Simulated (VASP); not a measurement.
# Sb in VASP: notebook, part 2 of 2

VASP 6.6.1.

**4. Electric field gradients, PBEsol (equal xy, yz and zx shear strains of +1 %)**

The input, INCAR:

```
PREC = Accurate ; ENCUT = 520
EDIFF = 1E-8 ; ISMEAR = -1
SIGMA = 0.03 ; LREAL = False
LASPH = True ; NELM = 60
ALGO = Normal ; ISIF = 2
LWAVE = False ; LCHARG = False
GGA = PS ; LEFG = True
NBANDS = 8
```

The input, KPOINTS:

```
Automatic mesh
0
Gamma
  13 13 15
```

The input, POSCAR:

```
Sb
1.0
   -1.4850750000      1.5098750000      2.4800000000
    1.5098750000     -1.4850750000      2.4800000000
    1.5001250000      1.5001250000     -2.4649500000
Sb
1
Direct
    0.0000000000      0.0000000000      0.0000000000
```

Potentials or basis: VASP PAW PBE potentials, release 64 (Sb).

The run is started by

```sh
$ cat potpaw_PBE.64/Sb/POTCAR > POTCAR
$ mpirun -np 1 vasp_std > vasp.out
```

OUTCAR:

```text
PREC = Accurate
   ENCUT = 520
   EDIFF = 1E-8
   ISMEAR = -1
   LREAL = False
   LASPH = True
   NELM = 60
   ISIF = 2
   GGA = PS

 ion  position               nearest neighbor table
   1  0.000  0.000  0.000-

  Warning from LATTYP: Got some problem with cell dimensions!
  Tried to take original basis but could not verify dimensions!
  LATTYP: Found a base centered monoclinic cell.
 ALAT       =     4.2781726257
 B/A-ratio  =     0.9900252466
 C/A-ratio  =     0.7601816367
 COS(beta)  =    -0.6469803571

  Lattice vectors:

 A1 = (  -0.0150500000,  -3.0100000000,  -0.0150500000)
 A2 = (  -3.0100000000,  -0.0150500000,  -0.0150500000)
 A3 = (   1.5001250000,   1.5001250000,  -2.4649500000)

Analysis of symmetry for initial positions (statically):
[... 451 lines left out ...]
  external PRESSURE =     154.6100119 kB  Pullay stress =       0.0000000 kB

 VOLUME and BASIS-vectors are now :
 -----------------------------------------------------------------------------
  energy-cutoff  :      520.00
  volume of cell :       22.47
      direct lattice vectors                 reciprocal lattice vectors
    -1.485075000  1.509875000  2.480000000    -0.002656047  0.331239344  0.199969987
     1.509875000 -1.485075000  2.480000000     0.331239344 -0.002656047  0.199969987
     1.500125000  1.500125000 -2.464950000     0.330589496  0.330589496 -0.003305895

 POSITION                                       TOTAL-FORCE (eV/Angst)
 -----------------------------------------------------------------------------------
      0.00000      0.00000      0.00000        -0.000000      0.000000      0.000000
 -----------------------------------------------------------------------------------
    total drift:                                0.000000      0.000000      0.000000

  FREE ENERGIE OF THE ION-ELECTRON SYSTEM (eV)
  ---------------------------------------------------
  free  energy   TOTEN  =        -4.1534328941 eV

  energy  without entropy=       -4.1518201122  energy(sigma->0) =       -4.15262650

 Electric field gradients (V/A^2)
---------------------------------------------------------------------
 ion       V_xx      V_yy      V_zz      V_xy      V_xz      V_yz
---------------------------------------------------------------------
   1     -20.953   -20.953    41.906     0.509    -6.236    -6.236
---------------------------------------------------------------------

 Electric field gradients after diagonalization (V/A^2)
 (convention: |V_zz| > |V_xx| > |V_yy|)
----------------------------------------------------------------------
 ion       V_xx      V_yy      V_zz     asymmetry (V_yy - V_xx)/ V_zz
----------------------------------------------------------------------
   1     -21.667   -21.462    43.130       0.005
----------------------------------------------------------------------

           NMR quadrupolar parameters

 Cq : quadrupolar parameter    Cq=e*Q*V_zz/h
 eta: asymmetry parameters     (V_yy - V_xx)/ V_zz
 Q  : nuclear electric quadrupole moment in mb (millibarn)
----------------------------------------------------------------------
 ion       Cq(MHz)       eta       Q (mb)
----------------------------------------------------------------------
   1       0.104       0.005       1.000
----------------------------------------------------------------------
```

OSZICAR:

```text
N       E                     dE             d eps       ncg     rms          rms(c)
DAV:   1     0.505507240252E+01    0.50551E+01   -0.17562E+03 11152   0.420E+02
DAV:   2    -0.407175594735E+01   -0.91268E+01   -0.87522E+01 15280   0.551E+01
DAV:   3    -0.416240005866E+01   -0.90644E-01   -0.89739E-01 13272   0.617E+00
DAV:   4    -0.416263500190E+01   -0.23494E-03   -0.23494E-03 17120   0.370E-01
DAV:   5    -0.416263541044E+01   -0.40853E-06   -0.40878E-06 13912   0.965E-03    0.238E+00
DAV:   6    -0.415688522636E+01    0.57502E-02   -0.90182E-04 14800   0.143E-01    0.141E+00
DAV:   7    -0.415344269321E+01    0.34425E-02   -0.20625E-03 12792   0.216E-01    0.292E-02
DAV:   8    -0.415343332690E+01    0.93663E-05   -0.48833E-05 15792   0.503E-02    0.708E-03
DAV:   9    -0.415343318134E+01    0.14556E-06   -0.74423E-07 15224   0.603E-03    0.339E-03
DAV:  10    -0.415343295846E+01    0.22288E-06   -0.28937E-08 15104   0.980E-04    0.564E-04
DAV:  11    -0.415343291184E+01    0.46616E-07   -0.18126E-09  9872   0.257E-04    0.648E-05
DAV:  12    -0.415343289282E+01    0.19021E-07   -0.10357E-10  6848   0.754E-05    0.152E-05
DAV:  13    -0.415343289410E+01   -0.12859E-08   -0.90939E-12  6312   0.243E-05
   1 F= -.41534329E+01 E0= -.41526265E+01  d E =-.161278E-02
```

Wall time 30 s (1 thread of Intel Xeon 6975P-C (Granite Rapids), shared host); peak memory 0.24 GiB.

What came out:

- Free energy: -4.1534 eV
- Pressure: 15.5 GPa
- Band gap on the k mesh: zero (an odd number of electrons rules out a gap without spin polarisation)
- Largest electric field gradient by atom: Sb +43.1 V/Å²

Stress tensor (GPa, compression positive):
```
16.33  0.94  0.00
 0.94 16.33  0.00
 0.00  0.00 13.73
```

Electric field gradients, principal values (V/Å²):
| atom | least | middle | greatest (by size) |
| --- | --- | --- | --- |
| 1 Sb | -21.462 | -21.667 | 43.130 |

Caveat: the cell differs from its parent crystal (equal xy, yz and zx shear strains of +1 %); the cell stands under pressure; without QUAD_EFG the Cq values of the log hold for a quadrupole moment of 1 mb, not for the nuclei; the PAW data sets were made with another functional, which shifts forces and pressure a little; spin-orbit coupling is left out, which moves the levels of the heavy elements.

**5. Overview**

| task | cell | k mesh for the DOS | occupations for the DOS | gap on the mesh (eV) | pressure (GPa) |
| --- | --- | --- | --- | --- | --- |
| single point | a = 3.268 Å, angles 125.2, 125.2, 81.3°, 1 atom | 20 × 20 × 23 | tetrahedron | - | - |
| electric field gradients | a = 3.275, b = 3.275, c = 3.284 Å, angles 125.4, 125.4, 81.6°, 1 atom | - | - | none | 15.4 |
| electric field gradients | a = 3.261, b = 3.261, c = 3.252 Å, angles 125.0, 125.0, 81.0°, 1 atom | - | - | none | 15.5 |

Alike in all rows: level PBEsol; potentials or basis VASP PAW PBE potentials, release 64 (Sb); no spin polarisation; k mesh 13 × 13 × 15; cutoff (eV) 520; smearing fermi-dirac 0.03 eV.

Caveats: the PAW data sets were made with another functional, which shifts forces and pressure a little; spin-orbit coupling is left out, which moves the levels of the heavy elements; the cell stands under pressure (at least some runs).

Total energies depend on the potentials used, so only differences within one code and one set of settings carry meaning.
